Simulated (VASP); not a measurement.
Set up this calculation in VASP 6.6.1, as the native input.

- Task: single point
- Functional: PBE
- Potentials or basis: VASP PAW PBE potentials, release 64 (H, Os, Pt)
- Cutoff: 520 eV
- k mesh: 4 × 4 × 4
- Occupations: gaussian, width 0.1 eV
- Spin: no spin polarisation
- Dipole correction: no
- Further INCAR settings: ALGO = Normal; EDIFF = 1e-06; NBANDS = 28

The structure of HOsPt3 lies in POSCAR:

```
HOsPt3
1.0
    3.9744655900      0.0000000000      0.0000000000
    0.0000000000      3.9744655900      0.0000000000
    0.0000000000      0.0000000000      3.9744655900
H Os Pt
1 1 3
Direct
    0.0000000000      0.0000000000      0.0000000000
    0.5000000000      0.5000000000      0.5000000000
    0.5000000000      0.5000000000      0.0000000000
    0.0000000000      0.5000000000      0.5000000000
    0.5000000000      0.0000000000      0.5000000000
```

The input as run:

INCAR

```
PREC = Accurate
ENCUT = 520
EDIFF = 1E-6
ISMEAR = 0
SIGMA = 0.1
LREAL = False
LASPH = True
NELM = 100
ALGO = Normal
ISIF = 2
LWAVE = False
LCHARG = False
GGA = PE
NBANDS = 28
```

KPOINTS

```
Automatic mesh
0
Gamma
  4 4 4
```

Potentials or basis: VASP PAW PBE potentials, release 64 (H, Os, Pt).

The run is started by

```sh
$ cat potpaw_PBE.64/H/POTCAR potpaw_PBE.64/Os/POTCAR potpaw_PBE.64/Pt/POTCAR > POTCAR
$ mpirun -np 1 vasp_std > vasp.out
```

It gave:

```
Pressure : 229.2 GPa
```

Caveat: the k points lie up to 0.40 Å⁻¹ apart.

Wall time 17 s on 1 thread of Intel(R) Xeon(R) Platinum 8488C (Sapphire Rapids) (shared host), peak memory 0.17 GiB.
